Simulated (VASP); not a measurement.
# WC (Qusongite) (P-6m2) in VASP: notebook

The runs below take WC (Qusongite) through single point, with r2SCAN, PBE.

Program: VASP 6.6.1. These are calculated values, not measurements. Logs are shortened: lines on timing, memory, paths and dates and some standing lists are left out, and cuts for length are marked.

## 1. The cell of the first run

It takes space group P-6m2 (No. 187, hexagonal). The conventional cell has a = 2.907 Å, b = 2.907 Å, c = 2.837 Å, α = 90.00°, β = 90.00°, γ = 120.00°. Within 2.9 Å of W (site symmetry -6m2) lie 6 C at 2.20 Å and 2 W at 2.84 Å. Within 2.9 Å of C (site symmetry -6m2) lie 6 W at 2.20 Å and 2 C at 2.84 Å.

## 2. Single point, r2SCAN

POSCAR

```
WC
1.0
    2.9065000000      0.0000000000      0.0000000000
   -1.4532500000      2.5171028361      0.0000000000
    0.0000000000      0.0000000000      2.8366000000
W C
1 1
Direct
    0.0000000000      0.0000000000      0.0000000000
    0.6666666667      0.3333333333      0.5000000000
```

INCAR.step1

```
SYSTEM = WC
ALGO = Normal ; EDIFF = 1E-4
ENCUT = 520 ; GGA = PE
ISMEAR = -1 ; LASPH = .True.
LCHARG = .False. ; LREAL = .False.
LWAVE = .True. ; NBANDS = 16
NELM = 100 ; PREC = Accurate
SIGMA = 0.05
```

INCAR.step2

```
SYSTEM = WC
ALGO = Normal ; EDIFF = 1E-6
ENCUT = 520 ; ISIF = 2
ISMEAR = -1 ; ISTART = 1
LASPH = .True. ; LCHARG = .False.
LMIXTAU = .True. ; LREAL = .False.
LWAVE = .False. ; METAGGA = R2SCAN
NBANDS = 16 ; NELM = 100
PREC = Accurate ; SIGMA = 0.05
```

KPOINTS

```
k-points
0
Gamma
  6 6 5
  0 0 0
```

Potentials or basis: VASP PAW PBE potentials, release 64 (W_sv, C).

Command:

```console
$ cat potpaw_PBE.64/W_sv/POTCAR potpaw_PBE.64/C/POTCAR > POTCAR
$ cp INCAR.step1 INCAR
$ mpirun -np 1 vasp_std > vasp.out
$ cp INCAR.step2 INCAR
$ mpirun -np 1 vasp_std > vasp.out
```

OUTCAR:

```text
SYSTEM = WC
   EDIFF = 1E-6
   ENCUT = 520
   ISIF = 2
   ISMEAR = -1
   ISTART = 1
   LASPH = .True.
   LREAL = .False.
   METAGGA = R2SCAN
   NELM = 100
   PREC = Accurate

 ion  position               nearest neighbor table
   1  0.000  0.000  0.000-   2 2.20   2 2.20   2 2.20   2 2.20   2 2.20   2 2.20
   2  0.667  0.333  0.500-   1 2.20   1 2.20   1 2.20   1 2.20   1 2.20   1 2.20

  LATTYP: Found a hexagonal cell.
 ALAT       =     2.9065000000
 C/A-ratio  =     0.9759504559

  Lattice vectors:

 A1 = (   2.9065000000,   0.0000000000,   0.0000000000)
 A2 = (  -1.4532500000,   2.5171028361,   0.0000000000)
 A3 = (   0.0000000000,   0.0000000000,   2.8366000000)

Analysis of symmetry for initial positions (statically):
=====================================================================
 Subroutine PRICEL returns:
 Original cell was already a primitive cell.

 Routine SETGRP: Setting up the symmetry group for a
 hexagonal supercell.

 Subroutine GETGRP returns: Found 12 space group operations
 (whereof 12 operations were pure point group operations)
 out of a pool of 24 trial point group operations.

The static configuration has the point symmetry D_3h.

Analysis of symmetry for dynamics (positions and initial velocities):
=====================================================================
 Subroutine PRICEL returns:
 Original cell was already a primitive cell.

 Routine SETGRP: Setting up the symmetry group for a
 hexagonal supercell.

 Subroutine GETGRP returns: Found 12 space group operations
 (whereof 12 operations were pure point group operations)
 out of a pool of 24 trial point group operations.

The dynamic configuration has the point symmetry D_3h.

 Subroutine INISYM returns: Found 12 space group operations
 (whereof 12 operations are pure point group operations),
 and found     1 'primitive' translations

----------------------------------------------------------------------------------------

                                     Primitive cell

  volume of cell :      20.7525

  direct lattice vectors                    reciprocal lattice vectors
     2.906500000  0.000000000  0.000000000     0.344056425  0.198641070  0.000000000
    -1.453250000  2.517102836  0.000000000     0.000000000  0.397282139  0.000000000
     0.000000000  0.000000000  2.836600000     0.000000000  0.000000000  0.352534725

  length of vectors
     2.906500000  2.906500000  2.836600000     0.397282139  0.397282139  0.352534725

  position of ions in fractional coordinates (direct lattice)
     0.000000000  0.000000000  0.000000000
     0.666666667  0.333333333  0.500000000

  ion indices of the primitive-cell ions
   primitive index   ion index
                 1           1
                 2           2

----------------------------------------------------------------------------------------

 KPOINTS: k-points

Automatic generation of k-mesh.
 Grid dimensions read from file:
 generate k-points for:    6    6    5

 Generating k-lattice:

  Cartesian coordinates                     Fractional coordinates (reciprocal lattice)
     0.057342738  0.033106845  0.000000000     0.166666667  0.000000000  0.000000000
     0.000000000  0.066213690  0.000000000     0.000000000  0.166666667  0.000000000
     0.000000000  0.000000000  0.070506945     0.000000000  0.000000000  0.200000000

  Length of vectors
     0.066213690  0.066213690  0.070506945

  Shift w.r.t. Gamma in fractional coordinates (k-lattice)
     0.000000000  0.000000000  0.000000000

 Subroutine IBZKPT returns following result:
 ===========================================

 Found     21 irreducible k-points:

 Following reciprocal coordinates:
            Coordinates               Weight
  0.000000  0.000000  0.000000      1.000000
  0.166667  0.000000  0.000000      6.000000
  0.333333  0.000000  0.000000      6.000000
  0.500000  0.000000  0.000000      3.000000
  0.166667  0.166667  0.000000      6.000000
  0.333333  0.166667  0.000000     12.000000
[... 13 lines left out ...]
  0.333333  0.166667  0.400000     24.000000
  0.333333  0.333333  0.400000      4.000000
   k-points           NKPTS =     21   k-points in BZ     NKDIM =     21   number of bands    NBANDS=     16
   number of dos      NEDOS =    301   number of ions     NIONS =      2
   total plane-waves  NPLWV =  13824
   dimension x,y,z NGX =    24 NGY =   24 NGZ =   24
   dimension x,y,z NGXF=    48 NGYF=   48 NGZF=   48
   ions per type =               1   1
   NGX,Y,Z   is equivalent  to a cutoff of  13.73, 13.73, 14.07 a.u.
   NGXF,Y,Z  is equivalent  to a cutoff of  27.46, 27.46, 28.13 a.u.
 SYSTEM =  WC
   PREC   = accura    normal or accurate (medium, high low for compatibility)
   ISTART =      1    job   : 0-new  1-cont  2-samecut
   ICHARG =      0    charge: 1-file 2-atom 10-const
   ISPIN  =      1    spin polarized calculation?
   LNONCOLLINEAR =      F non collinear calculations
   LSORBIT =      F    spin-orbit coupling
   LASPH  =      T    aspherical Exc in radial PAW
   ENCUT  =  520.0 eV  38.22 Ry    6.18 a.u.   5.40  5.40  5.27*2*pi/ulx,y,z
   NELM   =    100;   NELMIN=  2; NELMDL=  0     # of ELM steps
   EDIFF  = 0.1E-05   stopping-criterion for ELM
   LREAL  =      F    real-space projection
   EDIFFG = 0.1E-04   stopping-criterion for IOM
   NSW    =      0    number of steps for IOM
   IBRION =     -1    ionic relax: 0-MD 1-quasi-New 2-CG
   NFREE  =      0    steps in history (QN), initial steepest desc. (CG)
   ISIF   =      2    stress and relaxation
   ISYM   =      2    0-nonsym 1-usesym 2-fastsym
   POTIM  = 0.5000    time-step for ionic-motion
   TEBEG  =    0.0;   TEEND  =   0.0 temperature during run
   PSTRESS=    0.0 pullay stress
   NELECT =      18.0000    total number of electrons
   NUPDOWN=      -1.0000    fix difference up-down
   EMIN   =  10.00;   EMAX   =-10.00  energy-range for DOS
[... 5 lines left out ...]
     AMIX     =   0.40;   BMIX     =  1.00
     AMIX_MAG =   1.60;   BMIX_MAG =  1.00
  volume/ion in A,a.u.               =      10.38        70.02
  Fermi-wavevector in a.u.,A,eV,Ry     =   1.561262  2.950358 33.164744  2.437540
  Thomas-Fermi vector in A             =   2.664353
   LORBIT       =      0    0 simple, 1 ext, 2 COOP (PROOUT), +10 PAW based schemes
   METAGGA = R2SCAN    functional components
   LHFCALC =     F    Hartree Fock is set to
   AEXX    =    0.0000 exact exchange contribution
   IVDW    =     0    specifies the selected vdW correction
   LEPSILON=     F    determine dielectric tensor
   LRPA    =     F    only Hartree local field effects (RPA)
 non-spin polarized calculation
  energy-cutoff  :      520.00
  volume of cell :       20.75
 maximum number of plane-waves:       575
 NGX is ok and might be reduce to    24
   NGX = 11   NGY = 11   NGZ = 11

 number of electron      18.0000000 magnetization

 Free energy of the ion-electron system (eV)
  ---------------------------------------------------
  ext. energy  EPLUGINS =         0.00000000
  ---------------------------------------------------
  free energy    TOTEN  =       -61.60777658 eV

  energy without entropy =      -61.60434169  energy(sigma->0) =      -61.60605913

 E-fermi :  11.2322     XC(G=0): -14.9724

 val. band max:       11.0691220028   @ k =   0.0000   0.0000   0.0000
 cond. band min:      11.3102347546   @ k =   0.1667   0.0000   0.4000
 fundamental gap:      0.2411127518
 Fermi energy:        11.2321770311

 k-point     1 :       0.0000    0.0000    0.0000
  band No.  band energies     occupation
      1     -64.9992      2.00000
      2     -28.3145      2.00000
      3     -28.1908      2.00000
      4     -28.1908      2.00000
      5      -4.2776      2.00000
      6       6.4582      2.00000
[... 8 lines left out ...]
     15      26.2219      0.00000
     16      28.5501      0.00000

 k-point     2 :       0.1667    0.0000    0.0000
  band No.  band energies     occupation
      1     -64.9829      2.00000
      2     -28.4163      2.00000
      3     -28.2851      2.00000
      4     -28.2419      2.00000
      5      -3.5611      2.00000
      6       6.0883      2.00000
[... 8 lines left out ...]
     15      25.5159      0.00000
     16      30.0692      0.00000

 k-point     3 :       0.3333    0.0000    0.0000
  band No.  band energies     occupation
      1     -64.9501      2.00000
      2     -28.8472      2.00000
      3     -28.3426      2.00000
      4     -28.2259      2.00000
      5      -1.9136      2.00000
      6       4.4109      2.00000
[... 8 lines left out ...]
     15      26.8582      0.00000
     16      28.5414      0.00000

 k-point     4 :       0.5000    0.0000    0.0000
  band No.  band energies     occupation
      1     -64.9337      2.00000
      2     -29.0535      2.00000
      3     -28.3923      2.00000
      4     -28.1960      2.00000
      5      -0.8630      2.00000
      6       3.6270      2.00000
[... 8 lines left out ...]
     15      24.6571      0.00000
     16      30.2429      0.00000
[... 267 lines left out ...]
 k-point    19 :       0.1667    0.1667    0.4000
  band No.  band energies     occupation
      1     -64.9180      2.00000
      2     -28.9179      2.00000
      3     -28.6071      2.00000
      4     -28.2870      2.00000
      5      -0.8525      2.00000
      6       4.3227      2.00000
[... 8 lines left out ...]
     15      26.5260      0.00000
     16      27.5117      0.00000

 k-point    20 :       0.3333    0.1667    0.4000
  band No.  band energies     occupation
      1     -64.8938      2.00000
      2     -28.8520      2.00000
      3     -28.8387      2.00000
      4     -28.4258      2.00000
      5      -0.8332      2.00000
      6       4.3853      2.00000
[... 8 lines left out ...]
     15      24.8962      0.00000
     16      26.0333      0.00000

 k-point    21 :       0.3333    0.3333    0.4000
  band No.  band energies     occupation
      1     -64.8858      2.00000
      2     -28.8269      2.00000
      3     -28.7234      2.00000
      4     -28.6730      2.00000
      5      -0.6712      2.00000
      6       3.7345      2.00000
[... 8 lines left out ...]
     15      23.8717      0.00000
     16      26.0453      0.00000

------------------------ aborting loop because EDIFF is reached ----------------------------------------

  FORCE on cell =-STRESS in cart. coord.  units (eV):
  Direction    XX          YY          ZZ          XY          YZ          ZX
  --------------------------------------------------------------------------------------
  -------------------------------------------------------------------------------------
  Total        0.6470039      0.6470039      0.1066277     -0.0000000     -0.0000000      0.0000000
  in kB       49.9514469     49.9514469      8.2321111     -0.0000000     -0.0000000      0.0000000
  external PRESSURE =      36.0450016 kB  Pullay stress =       0.0000000 kB

 VOLUME and BASIS-vectors are now :
 -----------------------------------------------------------------------------
  energy-cutoff  :      520.00
  volume of cell :       20.75
      direct lattice vectors                 reciprocal lattice vectors
     2.906500000  0.000000000  0.000000000     0.344056425  0.198641070  0.000000000
    -1.453250000  2.517102836  0.000000000     0.000000000  0.397282139  0.000000000
     0.000000000  0.000000000  2.836600000     0.000000000  0.000000000  0.352534725

 POSITION                                       TOTAL-FORCE (eV/Angst)
 -----------------------------------------------------------------------------------
      0.00000      0.00000      0.00000         0.000000      0.000000      0.000000
      1.45325      0.83903      1.41830        -0.000000      0.000000      0.000000
 -----------------------------------------------------------------------------------
    total drift:                               -0.000000      0.000000      0.000000

  FREE ENERGIE OF THE ION-ELECTRON SYSTEM (eV)
  ---------------------------------------------------
  free  energy   TOTEN  =       -61.6077765755 eV

  energy  without entropy=      -61.6043416902  energy(sigma->0) =      -61.60605913
```

It took 12 s on 1 thread of Intel Xeon 6975P-C (Granite Rapids), shared host; peak memory 0.15 GiB.

What came out:

```
Free energy            : -61.6078 eV
Pressure               : 3.6 GPa
Band gap on the k mesh : zero (band 9 reaches 11.69 eV, above the bottom of band 10 at 10.56 eV)
```

Caveat: the k points lie up to 0.44 Å⁻¹ apart; the PAW data sets were made with another functional, which shifts forces and pressure a little; spin-orbit coupling is left out, which moves the levels of the heavy elements.

(Continued in part 2 of 2.)
